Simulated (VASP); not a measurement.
# P (Pm-3m) in VASP: notebook

The runs below take P through single point, with PBEsol+D3(BJ).

Program: VASP 6.6.1. These are calculated values, not measurements. Logs are shortened: lines on timing, memory, paths and dates and some standing lists are left out, and cuts for length are marked.

## Step 1: The cell of the first run

It takes space group Pm-3m (No. 221, cubic). The conventional cell has a = 2.023 Å, b = 2.023 Å, c = 2.023 Å, α = 90.00°, β = 90.00°, γ = 90.00°. P (site symmetry m-3m) has 6 P at 2.02 Å within 2.7 Å.

## Step 2: Single point, PBEsol+D3(BJ)

The input, INCAR:

```
PREC = Accurate
ENCUT = 500
EDIFF = 1E-6
ISMEAR = 0
SIGMA = 0.1
LREAL = F
LASPH = T
NELM = 120
ALGO = Normal
ISIF = 2
LWAVE = F
LCHARG = F
GGA = PS
IVDW = 12
NBANDS = 8
GGA_COMPAT = F
```

The input, KPOINTS:

```
regular mesh
0
Gamma
  8 8 8
```

The input, POSCAR:

```
P
1.0
    2.0226761644      0.0000000000      0.0000000000
    0.0000000000      2.0226761644      0.0000000000
    0.0000000000      0.0000000000      2.0226761644
P
1
Direct
    0.0000000000      0.0000000000      0.0000000000
```

Potentials or basis: VASP PAW PBE potentials, release 64 (P).

Run with:

```bash
$ cat potpaw_PBE.64/P/POTCAR > POTCAR
$ mpirun -np 1 vasp_std > vasp.out
```

OUTCAR:

```text
PREC = Accurate
   ENCUT = 500
   EDIFF = 1E-6
   ISMEAR = 0
   LREAL = F
   LASPH = T
   NELM = 120
   ISIF = 2
   GGA = PS
   IVDW = 12
 IVDW          = 12

 ion  position               nearest neighbor table
   1  0.000  0.000  0.000-

  LATTYP: Found a simple cubic cell.
 ALAT       =     2.0226761644

  Lattice vectors:

 A1 = (   2.0226761644,   0.0000000000,   0.0000000000)
 A2 = (   0.0000000000,   2.0226761644,   0.0000000000)
 A3 = (   0.0000000000,   0.0000000000,   2.0226761644)

Analysis of symmetry for initial positions (statically):
=====================================================================
 Subroutine PRICEL returns:
 Original cell was already a primitive cell.

 Routine SETGRP: Setting up the symmetry group for a
 simple cubic supercell.

 Subroutine GETGRP returns: Found 48 space group operations
 (whereof 48 operations were pure point group operations)
 out of a pool of 48 trial point group operations.

The static configuration has the point symmetry O_h .

Analysis of symmetry for dynamics (positions and initial velocities):
=====================================================================
 Subroutine PRICEL returns:
 Original cell was already a primitive cell.

 Routine SETGRP: Setting up the symmetry group for a
 simple cubic supercell.

 Subroutine GETGRP returns: Found 48 space group operations
 (whereof 48 operations were pure point group operations)
 out of a pool of 48 trial point group operations.

The dynamic configuration has the point symmetry O_h .

 Subroutine INISYM returns: Found 48 space group operations
 (whereof 48 operations are pure point group operations),
 and found     1 'primitive' translations

----------------------------------------------------------------------------------------

                                     Primitive cell

  volume of cell :       8.2752

  direct lattice vectors                    reciprocal lattice vectors
     2.022676164  0.000000000  0.000000000     0.494394514  0.000000000  0.000000000
     0.000000000  2.022676164  0.000000000     0.000000000  0.494394514  0.000000000
     0.000000000  0.000000000  2.022676164     0.000000000  0.000000000  0.494394514

  length of vectors
     2.022676164  2.022676164  2.022676164     0.494394514  0.494394514  0.494394514

  position of ions in fractional coordinates (direct lattice)
     0.000000000  0.000000000  0.000000000

  ion indices of the primitive-cell ions
   primitive index   ion index
                 1           1

----------------------------------------------------------------------------------------

 KPOINTS: regular mesh

Automatic generation of k-mesh.
 Grid dimensions read from file:
 generate k-points for:    8    8    8

 Generating k-lattice:

  Cartesian coordinates                     Fractional coordinates (reciprocal lattice)
     0.061799314  0.000000000  0.000000000     0.125000000  0.000000000  0.000000000
     0.000000000  0.061799314  0.000000000     0.000000000  0.125000000  0.000000000
     0.000000000  0.000000000  0.061799314     0.000000000  0.000000000  0.125000000

  Length of vectors
     0.061799314  0.061799314  0.061799314

  Shift w.r.t. Gamma in fractional coordinates (k-lattice)
     0.000000000  0.000000000  0.000000000

 Subroutine IBZKPT returns following result:
 ===========================================

 Found     35 irreducible k-points:

 Following reciprocal coordinates:
            Coordinates               Weight
  0.000000  0.000000  0.000000      1.000000
  0.125000  0.000000  0.000000      6.000000
  0.250000  0.000000  0.000000      6.000000
  0.375000  0.000000  0.000000      6.000000
  0.500000  0.000000  0.000000      3.000000
  0.125000  0.125000  0.000000     12.000000
[... 16 lines left out ...]
  0.375000  0.375000  0.125000     24.000000
  0.500000  0.375000  0.125000     24.000000
 [... further k-points ...]
   k-points           NKPTS =     35   k-points in BZ     NKDIM =     35   number of bands    NBANDS=      8
   number of dos      NEDOS =    301   number of ions     NIONS =      1
   total plane-waves  NPLWV =   4096
   dimension x,y,z NGX =    16 NGY =   16 NGZ =   16
   dimension x,y,z NGXF=    32 NGYF=   32 NGZF=   32
   ions per type =               1
   NGX,Y,Z   is equivalent  to a cutoff of  13.15, 13.15, 13.15 a.u.
   NGXF,Y,Z  is equivalent  to a cutoff of  26.30, 26.30, 26.30 a.u.
 SYSTEM =  unknown system
   PREC   = accura    normal or accurate (medium, high low for compatibility)
   ISTART =      0    job   : 0-new  1-cont  2-samecut
   ICHARG =      2    charge: 1-file 2-atom 10-const
   ISPIN  =      1    spin polarized calculation?
   LNONCOLLINEAR =      F non collinear calculations
   LSORBIT =      F    spin-orbit coupling
   LASPH  =      T    aspherical Exc in radial PAW
   ENCUT  =  500.0 eV  36.75 Ry    6.06 a.u.   3.69  3.69  3.69*2*pi/ulx,y,z
   NELM   =    120;   NELMIN=  2; NELMDL= -5     # of ELM steps
   EDIFF  = 0.1E-05   stopping-criterion for ELM
   LREAL  =      F    real-space projection
   EDIFFG = 0.1E-04   stopping-criterion for IOM
   NSW    =      0    number of steps for IOM
   IBRION =     -1    ionic relax: 0-MD 1-quasi-New 2-CG
   NFREE  =      0    steps in history (QN), initial steepest desc. (CG)
   ISIF   =      2    stress and relaxation
   ISYM   =      2    0-nonsym 1-usesym 2-fastsym
   POTIM  = 0.5000    time-step for ionic-motion
   TEBEG  =    0.0;   TEEND  =   0.0 temperature during run
   PSTRESS=    0.0 pullay stress
   NELECT =       5.0000    total number of electrons
   NUPDOWN=      -1.0000    fix difference up-down
   EMIN   =  10.00;   EMAX   =-10.00  energy-range for DOS
   EFERMI =   0.00;   METHOD = LEGACY
   ISMEAR =     0;   SIGMA  =   0.10  broadening in eV -4-tet -1-fermi 0-gaus
   EFERMI_NEDOS =   21; number of points for ismear=-14 and -15
   IALGO  =     38    algorithm
   IMIX   =      4    mixing-type and parameters
     AMIX     =   0.40;   BMIX     =  1.00
     AMIX_MAG =   1.60;   BMIX_MAG =  1.00
  volume/ion in A,a.u.               =       8.28        55.84
  Fermi-wavevector in a.u.,A,eV,Ry     =   1.384008  2.615395 26.061647  1.915477
  Thomas-Fermi vector in A             =   2.508552
   LORBIT       =      0    0 simple, 1 ext, 2 COOP (PROOUT), +10 PAW based schemes
   GGA     = PS    functional components
   LHFCALC =     F    Hartree Fock is set to
   AEXX    =    0.0000 exact exchange contribution
   IVDW    =    12    specifies the selected vdW correction
   LEPSILON=     F    determine dielectric tensor
   LRPA    =     F    only Hartree local field effects (RPA)
 non-spin polarized calculation
 Gauss-broadening in eV      SIGMA  =   0.10
  energy-cutoff  :      500.00
  volume of cell :        8.28
 maximum number of plane-waves:       228
 NGX is ok and might be reduce to    16
   NGX =  7   NGY =  7   NGZ =  7

 number of electron       4.9999998 magnetization

 Free energy of the ion-electron system (eV)
  ---------------------------------------------------
  ext. energy  EPLUGINS =         0.00000000
  ---------------------------------------------------
  free energy    TOTEN  =        -3.27344449 eV

  energy without entropy =       -3.27078787  energy(sigma->0) =       -3.27211618

 E-fermi :  19.3263     XC(G=0): -13.9738

 val. band max:       19.2160796360   @ k =   0.3750   0.2500   0.0000
 cond. band min:      19.4319346883   @ k =   0.3750   0.2500   0.1250
 fundamental gap:      0.2158550522
 Fermi energy:        19.3263195323

 k-point     1 :       0.0000    0.0000    0.0000
  band No.  band energies     occupation
      1      -4.0540      2.00000
      2      25.3653      0.00000
      3      25.3653      0.00000
      4      28.4628      0.00000
      5      28.4628      0.00000
      6      28.4628      0.00000
      7      42.0573      0.00000
      8      53.5687      0.00000

 k-point     2 :       0.1250    0.0000    0.0000
  band No.  band energies     occupation
      1      -3.5144      2.00000
      2      20.3679      0.00000
      3      25.8027      0.00000
      4      28.9006      0.00000
      5      28.9006      0.00000
      6      32.8624      0.00000
      7      43.7283      0.00000
      8      50.1757      0.00000

 k-point     3 :       0.2500    0.0000    0.0000
  band No.  band energies     occupation
      1      -1.9069      2.00000
      2      14.3914      2.00000
      3      27.0257      0.00000
      4      30.2138      0.00000
      5      30.2138      0.00000
      6      36.9798      0.00000
      7      44.7769      0.00000
      8      44.7769      0.00000

 k-point     4 :       0.3750    0.0000    0.0000
  band No.  band energies     occupation
      1       0.7298      2.00000
      2       9.0240      2.00000
      3      28.6339      0.00000
      4      32.3803      0.00000
      5      32.3803      0.00000
      6      39.9128      0.00000
      7      39.9128      0.00000
      8      40.1000      0.00000

 k-point     5 :       0.5000    0.0000    0.0000
  band No.  band energies     occupation
      1       3.8608      2.00000
      2       4.9699      2.00000
      3      29.5117      0.00000
      4      34.6376      0.00000
      5      34.6376      0.00000
      6      36.7351      0.00000
      7      36.7351      0.00000
      8      41.7620      0.00000
[... 177 lines left out ...]
 k-point    22 :       0.5000    0.2500    0.1250
  band No.  band energies     occupation
      1       6.4587      2.00000
      2       7.4366      2.00000
      3      21.2949      0.00000
      4      24.9717      0.00000
      5      32.0659      0.00000
      6      32.9709      0.00000
      7      45.0015      0.00000
      8      45.4022      0.00000

 k-point    23 :       0.3750    0.3750    0.1250
  band No.  band energies     occupation
      1       5.8950      2.00000
      2      12.6002      2.00000
      3      15.5957      2.00000
      4      22.6293      0.00000
      5      31.4314      0.00000
      6      37.1978      0.00000
      7      40.5729      0.00000
      8      46.5142      0.00000

 k-point    24 :       0.5000    0.3750    0.1250
  band No.  band energies     occupation
      1       8.9594      2.00000
      2       9.7505      2.00000
      3      16.7714      2.00000
      4      19.4981      0.01512
      5      33.8409      0.00000
      6      34.9373      0.00000
      7      40.7762      0.00000
      8      47.4590      0.00000

 [... further k-points ...]

------------------------ aborting loop because EDIFF is reached ----------------------------------------

 Edisp (eV)   -0.69363

 E8    (eV) :    -0.4128

  FORCE on cell =-STRESS in cart. coord.  units (eV):
  Direction    XX          YY          ZZ          XY          YZ          ZX
  --------------------------------------------------------------------------------------
  -------------------------------------------------------------------------------------
  Total      10.31876    10.31876    10.31876    -0.00000     0.00000     0.00000
  in kB    1997.83131  1997.83131  1997.83131    -0.00000     0.00000     0.00000
  external pressure =     1997.83 kB  Pullay stress =        0.00 kB

 VOLUME and BASIS-vectors are now :
 -----------------------------------------------------------------------------
  energy-cutoff  :      500.00
  volume of cell :        8.28
      direct lattice vectors                 reciprocal lattice vectors
     2.022676164  0.000000000  0.000000000     0.494394514  0.000000000  0.000000000
     0.000000000  2.022676164  0.000000000     0.000000000  0.494394514  0.000000000
     0.000000000  0.000000000  2.022676164     0.000000000  0.000000000  0.494394514

 POSITION                                       TOTAL-FORCE (eV/Angst)
 -----------------------------------------------------------------------------------
      0.00000      0.00000      0.00000         0.000000      0.000000      0.000000
 -----------------------------------------------------------------------------------
    total drift:                                0.000000     -0.000000     -0.000000

  FREE ENERGIE OF THE ION-ELECTRON SYSTEM (eV)
  ---------------------------------------------------
  free  energy   TOTEN  =        -3.9670734625 eV

  energy  without entropy=       -3.9644168359  energy(sigma->0) =       -3.96574515
```

It took 2.7 s on 1 thread of Intel Xeon 8259CL, shared host; peak memory 0.12 GiB.

Results:

| Property | Result |
| --- | --- |
| Free energy | -3.9671 eV |
| Pressure | 199.8 GPa |
| Dispersion energy per atom | -0.694 eV |

Levels at points of the mesh, in eV from the Fermi level:
| k point | band 1 | band 2 | band 3 | band 4 | band 5 | band 6 | band 7 |
| --- | --- | --- | --- | --- | --- | --- | --- |
| (0.00, 0.00, 0.00) | -23.38 | 6.04 | 6.04 | 9.14 | 9.14 | 9.14 | 22.73 |
| (0.50, 0.00, 0.00) | -15.47 | -14.36 | 10.19 | 15.31 | 15.31 | 17.41 | 17.41 |
| (0.50, 0.50, 0.00) | -8.16 | -8.16 | -6.41 | -3.29 | 21.63 | 21.67 | 21.67 |
| (0.50, 0.50, 0.50) | -2.24 | -2.24 | -2.24 | 2.44 | 2.44 | 2.44 | 8.25 |

Caveat: the k points lie up to 0.39 Å⁻¹ apart; the PAW data sets were made with another functional, which shifts forces and pressure a little; pairwise dispersion overbinds metals, which lowers pressure and volume.

## Step 3: Single point, PBEsol+D3(BJ)

This run uses another cell than the first one, of 6.84 Å³/atom, 0.827 times its volume.

The input, INCAR:

```
PREC     = Accurate       # precision mode
ENCUT    = 500            # plane-wave cutoff, eV
EDIFF    = 1E-6           # SCF threshold, eV
ISMEAR   = 0              # smearing method
SIGMA    = 0.1            # smearing width, eV
LREAL    = F              # projectors in reciprocal space
LASPH    = T              # aspherical terms in the spheres
NELM     = 120            # most SCF steps
ALGO     = Normal         # electronic algorithm
ISIF     = 2              # what is computed and relaxed
LWAVE    = F              # write WAVECAR
LCHARG   = F              # write CHGCAR
GGA      = PS             # functional
IVDW     = 12             # dispersion correction
NBANDS   = 8              # bands
GGA_COMPAT= F
```

The input, KPOINTS:

```
Automatic mesh
0
Gamma
  20 20 20
```

The input, POSCAR:

```
P
1.0
    1.8986917058      0.0000000000      0.0000000000
    0.0000000000      1.8986917058      0.0000000000
    0.0000000000      0.0000000000      1.8986917058
P
1
Direct
    0.0000000000      0.0000000000      0.0000000000
```

Potentials or basis: VASP PAW PBE potentials, release 64 (P).

Run with:

```bash
$ cat potpaw_PBE.64/P/POTCAR > POTCAR
$ mpirun -np 1 vasp_std > vasp.out
```

It took 9.2 s on 1 thread of Intel Xeon 8259CL, shared host; peak memory 0.13 GiB.

Results (log left out):

```
Free energy                : -1.4663 eV
Pressure                   : 398.5 GPa
Dispersion energy per atom : -0.840 eV
```

Levels at points of the mesh, in eV from the Fermi level:
| k point | band 1 | band 2 | band 3 | band 4 | band 5 | band 6 | band 7 |
| --- | --- | --- | --- | --- | --- | --- | --- |
| (0.00, 0.00, 0.00) | -25.84 | 6.06 | 6.06 | 11.41 | 11.41 | 11.41 | 26.99 |
| (0.50, 0.00, 0.00) | -16.40 | -16.26 | 10.91 | 19.12 | 19.12 | 19.21 | 19.21 |
| (0.50, 0.50, 0.00) | -8.80 | -8.80 | -5.52 | -4.77 | 24.17 | 24.17 | 27.61 |
| (0.50, 0.50, 0.50) | -1.53 | -1.53 | -1.53 | 1.82 | 1.82 | 1.82 | 10.87 |

Caveat: the PAW data sets were made with another functional, which shifts forces and pressure a little; pairwise dispersion overbinds metals, which lowers pressure and volume.

(Continued in part 2 of 2.)
